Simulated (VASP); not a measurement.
# CdSe (Fm-3m) in VASP: a series of runs

Runs on CdSe. Level: r2SCAN. Tasks: single point.

Program: VASP 6.6.1. These are calculated values, not measurements. Logs are shortened: lines on timing, memory, paths and dates and some standing lists are left out, and cuts for length are marked.

## (1) The cell of the first run

The structure is cubic, space group Fm-3m (No. 225). Conventional cell: a = 5.590 Å, b = 5.590 Å, c = 5.590 Å, α = 90.00°, β = 90.00°, γ = 90.00°. Cd (site symmetry m-3m) has 6 Se at 2.80 Å within 3.7 Å. Within 3.7 Å of Se (site symmetry m-3m) lie 6 Cd at 2.80 Å.

## (2) Single point, r2SCAN

POSCAR

```
CdSe
1.0
    0.0000000000      2.7951794378      2.7951794378
    2.7951794378      0.0000000000      2.7951794378
    2.7951794378      2.7951794378      0.0000000000
Cd Se
1 1
Direct
    0.0000000000      0.0000000000      0.0000000000
    0.5000000000      0.5000000000      0.5000000000
```

INCAR.step1

```
ALGO = Normal ; EDIFF = 1E-5
ENCUT = 550 ; GGA = PE
GGA_COMPAT = F ; ISMEAR = 0
LASPH = T ; LCHARG = F
LREAL = F ; LWAVE = T
NBANDS = 16 ; NELM = 120
PREC = Accurate ; SIGMA = 0.01
```

INCAR.step2

```
ALGO = Normal ; EDIFF = 1E-6
ENCUT = 550 ; GGA_COMPAT = F
ISIF = 2 ; ISMEAR = 0
ISTART = 1 ; LASPH = T
LCHARG = F ; LMIXTAU = T
LREAL = F ; LWAVE = F
METAGGA = R2SCAN ; NBANDS = 16
NELM = 120 ; PREC = Accurate
SIGMA = 0.01
```

KPOINTS

```
k-points
0
Gamma
  6 6 6
```

Potentials or basis: VASP PAW PBE potentials, release 64 (Cd, Se).

The run is started by

```sh
cat potpaw_PBE.64/Cd/POTCAR potpaw_PBE.64/Se/POTCAR > POTCAR
cp INCAR.step1 INCAR
mpirun -np 1 vasp_std > vasp.out
cp INCAR.step2 INCAR
mpirun -np 1 vasp_std > vasp.out
```

OUTCAR:

```text
EDIFF = 1E-6
   ENCUT = 550
   ISIF = 2
   ISMEAR = 0
   ISTART = 1
   LASPH = T
   LREAL = F
   METAGGA = R2SCAN
   NELM = 120
   PREC = Accurate

 ion  position               nearest neighbor table
   1  0.000  0.000  0.000-   2 2.80   2 2.80   2 2.80   2 2.80   2 2.80   2 2.80
   2  0.500  0.500  0.500-   1 2.80   1 2.80   1 2.80   1 2.80   1 2.80   1 2.80

  LATTYP: Found a face centered cubic cell.
 ALAT       =     5.5903588756

  Lattice vectors:

 A1 = (   0.0000000000,   2.7951794378,   2.7951794378)
 A2 = (   2.7951794378,   0.0000000000,   2.7951794378)
 A3 = (   2.7951794378,   2.7951794378,   0.0000000000)

Analysis of symmetry for initial positions (statically):
=====================================================================
 Subroutine PRICEL returns:
 Original cell was already a primitive cell.

 Routine SETGRP: Setting up the symmetry group for a
 face centered cubic supercell.

 Subroutine GETGRP returns: Found 48 space group operations
 (whereof 48 operations were pure point group operations)
 out of a pool of 48 trial point group operations.

The static configuration has the point symmetry O_h .

Analysis of symmetry for dynamics (positions and initial velocities):
=====================================================================
 Subroutine PRICEL returns:
 Original cell was already a primitive cell.

 Routine SETGRP: Setting up the symmetry group for a
 face centered cubic supercell.

 Subroutine GETGRP returns: Found 48 space group operations
 (whereof 48 operations were pure point group operations)
 out of a pool of 48 trial point group operations.

The dynamic configuration has the point symmetry O_h .

 Subroutine INISYM returns: Found 48 space group operations
 (whereof 48 operations are pure point group operations),
 and found     1 'primitive' translations

----------------------------------------------------------------------------------------

                                     Primitive cell

  volume of cell :      43.6776

  direct lattice vectors                    reciprocal lattice vectors
     0.000000000  2.795179438  2.795179438    -0.178879393  0.178879393  0.178879393
     2.795179438  0.000000000  2.795179438     0.178879393 -0.178879393  0.178879393
     2.795179438  2.795179438  0.000000000     0.178879393  0.178879393 -0.178879393

  length of vectors
     3.952980670  3.952980670  3.952980670     0.309828196  0.309828196  0.309828196

  position of ions in fractional coordinates (direct lattice)
     0.000000000  0.000000000  0.000000000
     0.500000000  0.500000000  0.500000000

  ion indices of the primitive-cell ions
   primitive index   ion index
                 1           1
                 2           2

----------------------------------------------------------------------------------------

 KPOINTS: k-points

Automatic generation of k-mesh.
 Grid dimensions read from file:
 generate k-points for:    6    6    6

 Generating k-lattice:

  Cartesian coordinates                     Fractional coordinates (reciprocal lattice)
    -0.029813232  0.029813232  0.029813232     0.166666667  0.000000000  0.000000000
     0.029813232 -0.029813232  0.029813232     0.000000000  0.166666667  0.000000000
     0.029813232  0.029813232 -0.029813232     0.000000000  0.000000000  0.166666667

  Length of vectors
     0.051638033  0.051638033  0.051638033

  Shift w.r.t. Gamma in fractional coordinates (k-lattice)
     0.000000000  0.000000000  0.000000000

 Subroutine IBZKPT returns following result:
 ===========================================

 Found     16 irreducible k-points:

 Following reciprocal coordinates:
            Coordinates               Weight
  0.000000  0.000000  0.000000      1.000000
  0.166667  0.000000  0.000000      8.000000
  0.333333  0.000000  0.000000      8.000000
  0.500000  0.000000  0.000000      4.000000
  0.166667  0.166667  0.000000      6.000000
  0.333333  0.166667  0.000000     24.000000
[... 8 lines left out ...]
 -0.333333  0.333333  0.166667     24.000000
 -0.333333  0.500000  0.166667     12.000000
   k-points           NKPTS =     16   k-points in BZ     NKDIM =     16   number of bands    NBANDS=     16
   number of dos      NEDOS =    301   number of ions     NIONS =      2
   total plane-waves  NPLWV =  27000
   dimension x,y,z NGX =    30 NGY =   30 NGZ =   30
   dimension x,y,z NGXF=    60 NGYF=   60 NGZF=   60
   ions per type =               1   1
   NGX,Y,Z   is equivalent  to a cutoff of  12.62, 12.62, 12.62 a.u.
   NGXF,Y,Z  is equivalent  to a cutoff of  25.23, 25.23, 25.23 a.u.
 SYSTEM =  unknown system
   PREC   = accura    normal or accurate (medium, high low for compatibility)
   ISTART =      1    job   : 0-new  1-cont  2-samecut
   ICHARG =      0    charge: 1-file 2-atom 10-const
   ISPIN  =      1    spin polarized calculation?
   LNONCOLLINEAR =      F non collinear calculations
   LSORBIT =      F    spin-orbit coupling
[... 26 lines left out ...]
  Thomas-Fermi vector in A             =   2.353569
   LORBIT       =      0    0 simple, 1 ext, 2 COOP (PROOUT), +10 PAW based schemes
   METAGGA = R2SCAN    functional components
   LHFCALC =     F    Hartree Fock is set to
   AEXX    =    0.0000 exact exchange contribution
   IVDW    =     0    specifies the selected vdW correction
   LEPSILON=     F    determine dielectric tensor
   LRPA    =     F    only Hartree local field effects (RPA)
 non-spin polarized calculation
 Gauss-broadening in eV      SIGMA  =   0.01
  energy-cutoff  :      550.00
  volume of cell :       43.68
 maximum number of plane-waves:      1303
   NGX = 15   NGY = 15   NGZ = 15

 number of electron      17.9999995 magnetization

 Free energy of the ion-electron system (eV)
  ---------------------------------------------------
  ext. energy  EPLUGINS =         0.00000000
  ---------------------------------------------------
  free energy    TOTEN  =       -35.66009082 eV

  energy without entropy =      -35.66002559  energy(sigma->0) =      -35.66005821

 E-fermi :   2.7438     XC(G=0): -10.9339

 val. band max:        2.7304883244   @ k =   0.5000   0.0000   0.0000
 cond. band min:       2.7537054908   @ k =   0.5000   0.5000   0.0000
 fundamental gap:      0.0232171664
 Fermi energy:         2.7437875586

 k-point     1 :       0.0000    0.0000    0.0000
  band No.  band energies     occupation
      1     -11.0720      2.00000
      2      -5.5894      2.00000
      3      -5.5894      2.00000
      4      -5.5697      2.00000
      5      -5.5697      2.00000
      6      -5.5697      2.00000
[... 8 lines left out ...]
     15      13.8100      0.00000
     16      13.8100      0.00000

 k-point     2 :       0.1667    0.0000    0.0000
  band No.  band energies     occupation
      1     -10.8375      2.00000
      2      -5.6652      2.00000
      3      -5.6652      2.00000
      4      -5.5942      2.00000
      5      -5.5295      2.00000
      6      -5.5295      2.00000
[... 8 lines left out ...]
     15      13.0946      0.00000
     16      13.2547      0.00000

 k-point     3 :       0.3333    0.0000    0.0000
  band No.  band energies     occupation
      1     -10.2820      2.00000
      2      -5.8146      2.00000
      3      -5.8146      2.00000
      4      -5.6894      2.00000
      5      -5.4433      2.00000
      6      -5.4432      2.00000
[... 8 lines left out ...]
     15      14.7154      0.00000
     16      14.7154      0.00000

 k-point     4 :       0.5000    0.0000    0.0000
  band No.  band energies     occupation
      1      -9.9373      2.00000
      2      -5.8863      2.00000
      3      -5.8863      2.00000
      4      -5.7886      2.00000
      5      -5.3993      2.00000
      6      -5.3993      2.00000
[... 8 lines left out ...]
     15      16.5426      0.00000
     16      16.5426      0.00000
[... 172 lines left out ...]
 k-point    14 :       0.5000    0.3333    0.1667
  band No.  band energies     occupation
      1     -10.1169      2.00000
      2      -5.7209      2.00000
      3      -5.6267      2.00000
      4      -5.6215      2.00000
      5      -5.4102      2.00000
      6      -5.2959      2.00000
[... 8 lines left out ...]
     15      17.2434      0.00000
     16      17.9380      0.00000

 k-point    15 :      -0.3333    0.3333    0.1667
  band No.  band energies     occupation
      1      -9.9787      2.00000
      2      -5.7748      2.00000
      3      -5.6004      2.00000
      4      -5.5748      2.00000
      5      -5.3701      2.00000
      6      -5.1232      2.00000
[... 8 lines left out ...]
     15      15.7584      0.00000
     16      18.2773      0.00000

 k-point    16 :      -0.3333    0.5000    0.1667
  band No.  band energies     occupation
      1     -10.0303      2.00000
      2      -5.6652      2.00000
      3      -5.6419      2.00000
      4      -5.4680      2.00000
      5      -5.3380      2.00000
      6      -4.8157      2.00000
[... 8 lines left out ...]
     15      17.1289      0.00000
     16      18.6487      0.00000

------------------------ aborting loop because EDIFF is reached ----------------------------------------

  FORCE on cell =-STRESS in cart. coord.  units (eV):
  Direction    XX          YY          ZZ          XY          YZ          ZX
  --------------------------------------------------------------------------------------
  -------------------------------------------------------------------------------------
  Total        1.2282689      1.2282689      1.2282689      0.0000000      0.0000000      0.0000000
  in kB       45.0552059     45.0552059     45.0552059      0.0000000      0.0000000      0.0000000
  external PRESSURE =      45.0552059 kB  Pullay stress =       0.0000000 kB

 VOLUME and BASIS-vectors are now :
 -----------------------------------------------------------------------------
  energy-cutoff  :      550.00
  volume of cell :       43.68
      direct lattice vectors                 reciprocal lattice vectors
     0.000000000  2.795179438  2.795179438    -0.178879393  0.178879393  0.178879393
     2.795179438  0.000000000  2.795179438     0.178879393 -0.178879393  0.178879393
     2.795179438  2.795179438  0.000000000     0.178879393  0.178879393 -0.178879393

 POSITION                                       TOTAL-FORCE (eV/Angst)
 -----------------------------------------------------------------------------------
      0.00000      0.00000      0.00000         0.000000      0.000000     -0.000000
      2.79518      2.79518      2.79518         0.000000     -0.000000      0.000000
 -----------------------------------------------------------------------------------
    total drift:                               -0.000000      0.000000      0.000000

  FREE ENERGIE OF THE ION-ELECTRON SYSTEM (eV)
  ---------------------------------------------------
  free  energy   TOTEN  =       -35.6600908246 eV

  energy  without entropy=      -35.6600255891  energy(sigma->0) =      -35.66005821
```

It took 29 s on 1 thread of Intel Xeon 6975P-C (Granite Rapids), shared host; peak memory 0.17 GiB.

What came out:

- Free energy: -35.6601 eV
- Pressure: 4.5 GPa
- Band gap on the k mesh: 0.02 eV (least direct gap 1.82 eV)

Caveat: the cell stands under pressure; the PAW data sets were made with another functional, which shifts forces and pressure a little.

## (3) Single point, r2SCAN

This run uses another cell than the first one, of 22.47 Å³/atom.

POSCAR

```
CdSe
1.0
    0.0000000000      2.8219291918      2.8219291918
    2.8219291918      0.0000000000      2.8219291918
    2.8219291918      2.8219291918      0.0000000000
Cd Se
1 1
Direct
    0.0000000000      0.0000000000      0.0000000000
    0.5000000000      0.5000000000      0.5000000000
```

INCAR.step1

```
PREC     = Accurate       # precision mode
ENCUT    = 550            # plane-wave cutoff, eV
ISMEAR   = 0              # smearing method
SIGMA    = 0.01           # smearing width, eV
LREAL    = F              # projectors in reciprocal space
LASPH    = T              # aspherical terms in the spheres
NELM     = 120            # most SCF steps
NBANDS   = 16             # bands
GGA      = PE             # functional
ALGO     = Normal         # electronic algorithm
EDIFF    = 1E-5           # SCF threshold, eV
LWAVE    = T              # write WAVECAR
LCHARG   = F              # write CHGCAR
GGA_COMPAT= F
```

INCAR.step2

```
PREC     = Accurate       # precision mode
ENCUT    = 550            # plane-wave cutoff, eV
EDIFF    = 1E-6           # SCF threshold, eV
ISMEAR   = 0              # smearing method
SIGMA    = 0.01           # smearing width, eV
LREAL    = F              # projectors in reciprocal space
LASPH    = T              # aspherical terms in the spheres
NELM     = 120            # most SCF steps
ALGO     = Normal         # electronic algorithm
ISIF     = 2              # what is computed and relaxed
LWAVE    = F              # write WAVECAR
LCHARG   = T              # write CHGCAR
METAGGA  = R2SCAN         # meta-GGA
LMIXTAU  = T            
LELF     = T              # ELF
LVHAR    = T            
NBANDS   = 16             # bands
ISTART   = 1            
GGA_COMPAT= F
```

KPOINTS

```
Automatic mesh
0
Gamma
  6 6 6
```

Potentials or basis: VASP PAW PBE potentials, release 64 (Cd, Se).

The run is started by

```sh
cat potpaw_PBE.64/Cd/POTCAR potpaw_PBE.64/Se/POTCAR > POTCAR
cp INCAR.step1 INCAR
mpirun -np 1 vasp_std > vasp.out
cp INCAR.step2 INCAR
mpirun -np 1 vasp_std > vasp.out
```

Run time: 24 s. Hardware: 1 thread of Intel Xeon 6975P-C (Granite Rapids), shared host; peak memory 0.19 GiB.

It converged, with:

```
Free energy            : -35.6861 eV
Pressure               : 2.1 GPa
Band gap on the k mesh : 0.03 eV (least direct gap 1.63 eV)
```

Levels at points of the mesh, in eV from the valence-band top:
```csv
k point,band 5,band 6,band 7,band 8,band 9,band 10,band 11,band 12,band 13,band 14
"(0.00, 0.00, 0.00)",-8.23,-8.23,-0.65,-0.65,-0.65,0.98,9.25,9.25,9.25,10.88
"(0.50, 0.00, 0.00)",-8.08,-8.08,-5.18,0.00,0.00,3.61,5.84,5.84,7.01,12.27
"(0.50, 0.50, 0.00)",-8.02,-7.41,-4.43,-2.23,-2.23,0.03,5.86,11.00,11.63,11.63
```

Caveat: the PAW data sets were made with another functional, which shifts forces and pressure a little. A k mesh can miss the band edges.

## (4) Single point, r2SCAN

This run uses another cell than the first one, of 23.74 Å³/atom.

POSCAR

```
CdSe
1.0
    0.0000000000      2.8739580000      2.8739580000
    2.8739580000      0.0000000000      2.8739580000
    2.8739580000      2.8739580000      0.0000000000
Cd Se
1 1
Direct
    0.0000000000      0.0000000000      0.0000000000
    0.5000000000      0.5000000000      0.5000000000
```

INCAR.step1

```
SYSTEM = CdSe
PREC     = Accurate       ! precision mode
ENCUT    = 550            ! plane-wave cutoff, eV
ISMEAR   = 0              ! smearing method
SIGMA    = 0.01           ! smearing width, eV
LREAL    = .FALSE.        ! projectors in reciprocal space
LASPH    = .TRUE.         ! aspherical terms in the spheres
NELM     = 120            ! most SCF steps
NBANDS   = 16             ! bands
GGA      = PE             ! functional
ALGO     = Normal         ! electronic algorithm
EDIFF    = 1E-5           ! SCF threshold, eV
LWAVE    = .TRUE.         ! write WAVECAR
LCHARG   = .FALSE.        ! write CHGCAR
GGA_COMPAT= .FALSE.
```

INCAR.step2

```
SYSTEM = CdSe
PREC     = Accurate       ! precision mode
ENCUT    = 550            ! plane-wave cutoff, eV
EDIFF    = 1E-6           ! SCF threshold, eV
ISMEAR   = 0              ! smearing method
SIGMA    = 0.01           ! smearing width, eV
LREAL    = .FALSE.        ! projectors in reciprocal space
LASPH    = .TRUE.         ! aspherical terms in the spheres
NELM     = 120            ! most SCF steps
ALGO     = Normal         ! electronic algorithm
ISIF     = 2              ! what is computed and relaxed
LWAVE    = .FALSE.        ! write WAVECAR
LCHARG   = .TRUE.         ! write CHGCAR
METAGGA  = R2SCAN         ! meta-GGA
LMIXTAU  = .TRUE.       
LELF     = .TRUE.         ! ELF
LVHAR    = .TRUE.       
NBANDS   = 16             ! bands
ISTART   = 1            
GGA_COMPAT= .FALSE.
```

KPOINTS

```
regular mesh
0
G
  6 6 6
  0 0 0
```

The run is started by

```sh
cat potpaw_PBE.64/Cd/POTCAR potpaw_PBE.64/Se/POTCAR > POTCAR
cp INCAR.step1 INCAR
mpirun -np 1 vasp_std > vasp.out
cp INCAR.step2 INCAR
mpirun -np 1 vasp_std > vasp.out
```

It took 25 s on 1 thread of Intel Xeon 6975P-C (Granite Rapids), shared host; peak memory 0.19 GiB.

It converged, with:

```
Free energy            : -35.6874 eV
Pressure               : -1.8 GPa
Band gap on the k mesh : 0.03 eV (least direct gap 1.29 eV)
```

Levels at points of the mesh, in eV from the valence-band top:
```tsv
k point	band 7	band 8	band 9	band 10	band 11	band 12
(0.00, 0.00, 0.00)	-0.56	-0.56	-0.56	0.73	9.20	9.20
(0.50, 0.00, 0.00)	-4.90	-0.01	-0.01	3.62	5.85	5.85
(0.50, 0.50, 0.00)	-4.07	-2.02	-2.02	0.03	5.92	10.56
```

Caveat: the PAW data sets were made with another functional, which shifts forces and pressure a little. A k mesh can miss the band edges.

## (5) Single point, r2SCAN

This run uses another cell than the first one, of 25.64 Å³/atom.

POSCAR

```
CdSe
1.0
    0.0000000000      2.9486394311      2.9486394311
    2.9486394311      0.0000000000      2.9486394311
    2.9486394311      2.9486394311      0.0000000000
Cd Se
1 1
Direct
    0.0000000000      0.0000000000      0.0000000000
    0.5000000000      0.5000000000      0.5000000000
```

INCAR.step1

```
ALGO = Normal ; EDIFF = 1E-5
ENCUT = 550 ; GGA = PE
GGA_COMPAT = F ; ISMEAR = 0
LASPH = T ; LCHARG = F
LREAL = F ; LWAVE = T
NBANDS = 16 ; NELM = 120
PREC = Accurate ; SIGMA = 0.01
```

INCAR.step2

```
ALGO = Normal ; EDIFF = 1E-6
ENCUT = 550 ; GGA_COMPAT = F
ISIF = 2 ; ISMEAR = 0
ISTART = 1 ; LASPH = T
LCHARG = F ; LMIXTAU = T
LREAL = F ; LWAVE = F
METAGGA = R2SCAN ; NBANDS = 16
NELM = 120 ; PREC = Accurate
SIGMA = 0.01
```

KPOINTS

```
k-points
0
Gamma
  6 6 6
```

The run is started by

```sh
cat potpaw_PBE.64/Cd/POTCAR potpaw_PBE.64/Se/POTCAR > POTCAR
cp INCAR.step1 INCAR
mpirun -np 1 vasp_std > vasp.out
cp INCAR.step2 INCAR
mpirun -np 1 vasp_std > vasp.out
```

Wall time 25 s (1 thread of Intel Xeon 6975P-C (Granite Rapids), shared host); peak memory 0.18 GiB.

Results (log left out):

* Free energy: -35.5959 eV
* Pressure: -5.7 GPa
* Band gap on the k mesh: 0.02 eV (least direct gap 0.87 eV)

Levels at points of the mesh, in eV from the valence-band top:
| k point | band 7 | band 8 | band 9 | band 10 | band 11 | band 12 |
| --- | --- | --- | --- | --- | --- | --- |
| (0.00, 0.00, 0.00) | -0.46 | -0.46 | -0.46 | 0.41 | 9.12 | 9.12 |
| (0.50, 0.00, 0.00) | -4.51 | -0.03 | -0.03 | 3.63 | 5.83 | 5.83 |
| (0.50, 0.50, 0.00) | -3.61 | -1.76 | -1.76 | 0.02 | 6.00 | 9.96 |

Caveat: the cell stands under tension; the PAW data sets were made with another functional, which shifts forces and pressure a little. A k mesh can miss the band edges.

## (6) Overview

| cell | gap on the mesh (eV) | pressure (GPa) |
| --- | --- | --- |
| a = 3.953 Å, angles 60.0°, 2 atoms | 0.02 | 4.5 |
| a = 3.991 Å, angles 60.0°, 2 atoms | 0.03 | 2.1 |
| a = 4.064 Å, angles 60.0°, 2 atoms | 0.03 | -1.8 |
| a = 4.170 Å, angles 60.0°, 2 atoms | 0.02 | -5.7 |

Alike in all rows: task single point; level r2SCAN; potentials or basis VASP PAW PBE potentials, release 64 (Cd, Se); no spin polarisation; k mesh 6 × 6 × 6; cutoff (eV) 550; smearing gaussian 0.01 eV.

Caveats: the PAW data sets were made with another functional, which shifts forces and pressure a little; the cell stands under pressure (at least some runs); the cell stands under tension (at least some runs).

Absolute energies hang on the potentials; compare differences alone.
